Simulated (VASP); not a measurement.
Set up this calculation in VASP 6.6.1, as the native input.

```yaml
Task: single point
Functional: PBE
Potentials_or_basis: VASP PAW PBE potentials, release 64 (Al, N)
Cutoff: 520 eV
k_mesh: 6 × 6 × 2
Occupations: gaussian, width 0.1 eV
Spin: no spin polarisation
Dipole_correction: no
Further_INCAR_settings: ALGO = Normal; EDIFF = 1e-06; NBANDS = 16
```

The structure of AlN lies in POSCAR:

```
AlN
1.0
    2.7639097958      0.0005985588      0.0478805115
    0.0005235073      2.7639502930     -0.0468275188
    0.1944697073     -0.1850737148      9.5850822823
Al N
2 2
Direct
    0.2637069130      0.7366563720      0.3946201455
    0.7362964928      0.2633455056      0.6053858432
   -0.2350914326      0.2354586935      0.3853659527
    0.2350880269     -0.2354605711      0.6146280586
```

One way to write it, as run:

INCAR

```
  PREC = Accurate
  ENCUT = 520
  EDIFF = 1E-6
  ISMEAR = 0
  SIGMA = 0.1
  LREAL = False
  LASPH = True
  NELM = 100
  ALGO = Normal
  ISIF = 2
  LWAVE = False
  LCHARG = True
  GGA = PE
  LELF = True
  LVHAR = True
  NBANDS = 16
```

KPOINTS

```
Automatic mesh
0
Gamma
  6 6 2
```

Potentials or basis: VASP PAW PBE potentials, release 64 (Al, N).

Run with:

```console
$ cat potpaw_PBE.64/Al/POTCAR potpaw_PBE.64/N/POTCAR > POTCAR
$ mpirun -np 1 vasp_std > vasp.out
```

It gave:

| Quantity | Value |
| --- | --- |
| Pressure | -0.2 GPa |
| Largest force | 0.016 eV/Å |
| Band gap on the k mesh | 2.92 eV (least direct gap 2.99 eV) |

Wall time 48 s on 1 thread of Intel(R) Xeon(R) Platinum 8259CL CPU @ 2.50GHz (Skylake/Cascade Lake) (shared host), peak memory 0.2 GiB.
